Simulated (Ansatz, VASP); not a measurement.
# ZnSe2 in VASP and in Ansatz

File INCAR:

```
  PREC = Accurate
  ENCUT = 520
  EDIFF = 1E-6
  ISMEAR = 0
  SIGMA = 0.02
  LREAL = F
  LASPH = T
  NELM = 60
  ALGO = Normal
  ISIF = 2
  LWAVE = F
  LCHARG = F
  GGA = PS
  NBANDS = 60
```

KPOINTS

```
Automatic mesh
0
Gamma
  6 6 6
```

File POSCAR:

```
ZnSe2
1.0
    6.4263952110      0.0000000000      0.0000000000
    0.0000000000      6.1767257049      0.0000000000
    0.0000000000      0.0000000000      6.1783717648
Zn Se
4 8
Direct
    0.5000000000      0.5000000000      0.0000000000
    0.5000000000      0.0000000000      0.5000000000
    0.0000000000      0.5000000000      0.5000000000
    0.0000000000      0.0000000000      0.0000000000
    0.1088451895      0.8902304723      0.3895578112
    0.8911548105      0.3902304723      0.1104421888
    0.3911548105      0.1097695277      0.8895578112
    0.6088451895      0.6097695277      0.6104421888
    0.8911548105      0.1097695277      0.6104421888
    0.1088451895      0.6097695277      0.8895578112
    0.6088451895      0.8902304723      0.1104421888
    0.3911548105      0.3902304723      0.3895578112
```

Input for Ansatz:

```yaml
crystal:
  lattice:
    - [6.426395211, 0.0, 0.0]
    - [0.0, 6.1767257049, 0.0]
    - [0.0, 0.0, 6.1783717648]
  atoms:
    - { symbol: Zn, position: [0.5, 0.5, 0.0] }
    - { symbol: Zn, position: [0.5, 0.0, 0.5] }
    - { symbol: Zn, position: [0.0, 0.5, 0.5] }
    - { symbol: Zn, position: [0.0, 0.0, 0.0] }
    - { symbol: Se, position: [0.1088451895, 0.8902304723, 0.3895578112] }
    - { symbol: Se, position: [0.8911548105, 0.3902304723, 0.1104421888] }
    - { symbol: Se, position: [0.3911548105, 0.1097695277, 0.8895578112] }
    - { symbol: Se, position: [0.6088451895, 0.6097695277, 0.6104421888] }
    - { symbol: Se, position: [0.8911548105, 0.1097695277, 0.6104421888] }
    - { symbol: Se, position: [0.1088451895, 0.6097695277, 0.8895578112] }
    - { symbol: Se, position: [0.6088451895, 0.8902304723, 0.1104421888] }
    - { symbol: Se, position: [0.3911548105, 0.3902304723, 0.3895578112] }
basis:
  ecutwfc: 420
kpoints:
  mp_grid: { grid: [6, 6, 6] }
  band_path: { path: [VBM, CBM], npoints: 2 }
hamiltonian:
  xc: pbesol
scf:
  occupations: { method: gaussian, width: 0.02 }
output:
  forces: true
  stress: true
  eigenvalues: true
checkpoint:
  read: start.run
  write: ck
  compress: false
  write_wavefunctions: false
  write_every: 100000
```

Alike in both runs: task single point; functional PBEsol; k mesh 6 × 6 × 6; occupations gaussian, width 0.02 eV; no spin polarisation.

```csv
,VASP,Ansatz
version,VASP 6.6.1,Ansatz 0.2.0
potentials or method,"VASP PAW PBE potentials, release 64 (Zn, Se), cutoff 520 eV","scalar-relativistic, plane waves, PAW"
valence electrons in the cell,96,176
```

|  | VASP | Ansatz | Ansatz less VASP |
| --- | --- | --- | --- |
| gap on the k mesh at the Fermi level (eV) | 0.57 | 0.57 | 0.000 |
| least direct gap on the mesh (eV) | 0.75 | 0.75 | -0.005 |
| pressure (GPa) | -0.2 | -0.5 | -0.25 |
| traceless stress, the component that is largest in VASP (GPa) | -1.03 | -1.00 | +0.025 |
| rms of the force components (eV/Å) | 0.014 | 0.002 | -0.0121 |

VASP's potentials were made for PBE, not for PBEsol. Atom by atom the forces differ by 0.013 eV/Å (rms over components). VASP's potentials hold 96 valence electrons a cell and Ansatz's 176, so a difference there can come from the potentials and not from the codes.
